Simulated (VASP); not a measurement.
# As (Cmmm) in VASP: a series of runs, part 2 of 2

VASP 6.6.1.

## 3. Relaxation of cell and atoms, PBE

Contents of INCAR:

```
SYSTEM = As
ALGO     = Normal         ! electronic algorithm
EDIFF    = 1E-6           ! SCF threshold, eV
EDIFFG   = -0.04          ! ionic threshold
ENCUT    = 600            ! plane-wave cutoff, eV
GGA      = PE             ! functional
IBRION   = 2              ! ionic algorithm
ISIF     = 3              ! what is computed and relaxed
ISMEAR   = 0              ! smearing method
LASPH    = .TRUE.         ! aspherical terms in the spheres
LCHARG   = .FALSE.        ! write CHGCAR
LREAL    = .FALSE.        ! projectors in reciprocal space
LWAVE    = .FALSE.        ! write WAVECAR
NELM     = 100            ! most SCF steps
NSW      = 90             ! ionic steps
PREC     = Accurate       ! precision mode
SIGMA    = 0.1            ! smearing width, eV
```

Contents of KPOINTS:

```
k-points
0
G
  6 6 6
  0 0 0
```

Contents of POSCAR:

```
As
1.0
    1.6993612400     -1.9914662700      0.0000000000
    1.6993612400      1.9914662700      0.0000000000
    0.0000000000      0.0000000000      3.5952094400
As
1
Direct
    0.0000000000      0.0000000000      0.0000000000
```

Potentials or basis: VASP PAW PBE potentials, release 64 (As).

The run is started by

```
$ cat potpaw_PBE.64/As/POTCAR > POTCAR
$ mpirun -np 1 vasp_std > vasp.out
```

OUTCAR:

```text
SYSTEM = As
   EDIFF = 1E-6
   EDIFFG = -0.04
   ENCUT = 600
   GGA = PE
   IBRION = 2
   ISIF = 3
   ISMEAR = 0
   LASPH = .TRUE.
   LREAL = .FALSE.
   NELM = 100
   NSW = 90
   PREC = Accurate

 ion  position               nearest neighbor table
   1  0.000  0.000  0.000-

  LATTYP: Found a base centered orthorhombic cell.
 ALAT       =     3.3987224800
 B/A-ratio  =     1.1718910748
 C/A-ratio  =     1.0578120047

  Lattice vectors:

 A1 = (   1.6993612400,  -1.9914662700,   0.0000000000)
 A2 = (   1.6993612400,   1.9914662700,   0.0000000000)
 A3 = (   0.0000000000,   0.0000000000,   3.5952094400)

Analysis of symmetry for initial positions (statically):
=====================================================================
 Subroutine PRICEL returns:
 Original cell was already a primitive cell.

 Routine SETGRP: Setting up the symmetry group for a
 base centered orthorhombic supercell.

 Subroutine GETGRP returns: Found  8 space group operations
 (whereof  8 operations were pure point group operations)
 out of a pool of  8 trial point group operations.

The static configuration has the point symmetry D_2h.

Analysis of symmetry for dynamics (positions and initial velocities):
[... 157 lines left out ...]
  free energy    TOTEN  =        -4.21425543 eV

  energy without entropy =       -4.20928255  energy(sigma->0) =       -4.21176899

------------------------ aborting loop because EDIFF is reached ----------------------------------------

  FORCE on cell =-STRESS in cart. coord.  units (eV):
  Direction    XX          YY          ZZ          XY          YZ          ZX
  --------------------------------------------------------------------------------------
  -------------------------------------------------------------------------------------
  Total        0.7869293     -0.7634750     -0.9104218      0.0000000      0.0000000      0.0000000
  in kB       51.8123673    -50.2681113    -59.9432628      0.0000000      0.0000000      0.0000000
  external PRESSURE =     -19.4663356 kB  Pullay stress =       0.0000000 kB
[... 531 lines left out ...]
 k-point    24 :       0.5000    0.3333    0.1667
  band No.  band energies     occupation
      1      -3.9659      2.00000
      2       0.5991      2.00000
      3       3.8609      2.00000
      4       8.3343      0.00000
      5      10.2380      0.00000
      6      14.9371      0.00000

 [... further k-points ...]

[... ionic steps 4 to 12 ...]

--------------------------------------- Ionic step       13  -------------------------------------------

 number of electron       5.0000000 magnetization

------------------------ aborting loop because EDIFF is reached ----------------------------------------
[... 65 lines left out ...]
--------------------------------------- Ionic step       15  -------------------------------------------

 number of electron       5.0000000 magnetization

 Free energy of the ion-electron system (eV)
  ---------------------------------------------------
  ext. energy  EPLUGINS =         0.00000000
  ---------------------------------------------------
  free energy    TOTEN  =        -4.59039992 eV

  energy without entropy =       -4.58753555  energy(sigma->0) =       -4.58896773

 E-fermi :   5.6618     XC(G=0): -10.2339

 val. band max:        5.6563061287   @ k =   0.3333   0.3333   0.5000
 cond. band min:       5.8448278105   @ k =   0.5000   0.3333   0.3333
 fundamental gap:      0.1885216819
 Fermi energy:         5.6617704236
[... 244 lines left out ...]
  FREE ENERGIE OF THE ION-ELECTRON SYSTEM (eV)
  ---------------------------------------------------
  free  energy   TOTEN  =        -4.5903999199 eV

  energy  without entropy=       -4.5875355458  energy(sigma->0) =       -4.58896773

 reached required accuracy - stopping structural energy minimisation
```

CONTCAR:

```text
As
   1.00000000000000
     1.9058762155710176   -1.8929202505948268    0.0000000000000000
     1.9058762155710176    1.8929202505948264    0.0000000000000000
     0.0000000000000000    0.0000000000000000    2.8630835037381086
  As
     1
Direct
     0.0000000000000000    0.0000000000000000    0.0000000000000000

  0.00000000E+00  0.00000000E+00  0.00000000E+00
```

Wall time 48 s (1 thread of Intel Xeon Platinum 8259CL at 2.50GHz (Skylake/Cascade Lake), shared host); peak memory 0.16 GiB.

What came out:

| Item | Value |
| --- | --- |
| Free energy | -4.5904 eV |
| Relaxed volume | 20.66 Å³/atom |
| Relaxed cell | a = 2.686 Å, b = 2.686 Å, c = 2.863 Å, α = 90.00°, β = 90.00°, γ = 89.61° |
| Space group after relaxing (to 0.05 Å) | P4/mmm (No. 123) |
| Energy gained by relaxing | 376.1 meV/atom |
| Ionic steps | 15 |
| Pressure after relaxing | 0.0 GPa |

The path:
```csv
step,energy change (eV),largest force (eV/Å),pressure (GPa),volume (Å³)
1,0.0000,0.0000,-1.95,24.33
2,-0.0894,0.0000,-0.40,23.26
3,-0.2614,0.0000,5.00,19.82
4,-0.2878,0.0000,4.14,19.71
5,-0.2893,0.0000,4.02,19.68
6,-0.3089,0.0000,2.89,19.90
7,-0.3483,0.0000,0.38,20.56
8,-0.3606,0.0000,-3.62,21.86
9,-0.3646,0.0000,-2.79,21.48
10,-0.3649,0.0000,-2.36,21.33
11,-0.3711,0.0000,-1.53,21.06
12,-0.3755,0.0000,-0.12,20.66
13,-0.3757,0.0000,0.24,20.57
14,-0.3759,0.0000,0.18,20.59
15,-0.3761,0.0000,-0.01,20.66
```

Final structure:
```
As
1.0
     1.90588   -1.89292    0.00000
     1.90588    1.89292    0.00000
     0.00000    0.00000    2.86308
As
1
Direct
  0.00000 0.00000 0.00000
```

Caveat: the k points lie up to 0.39 Å⁻¹ apart in the final cell; the volume moved by over 15 % at a fixed basis, so the end points are rough.
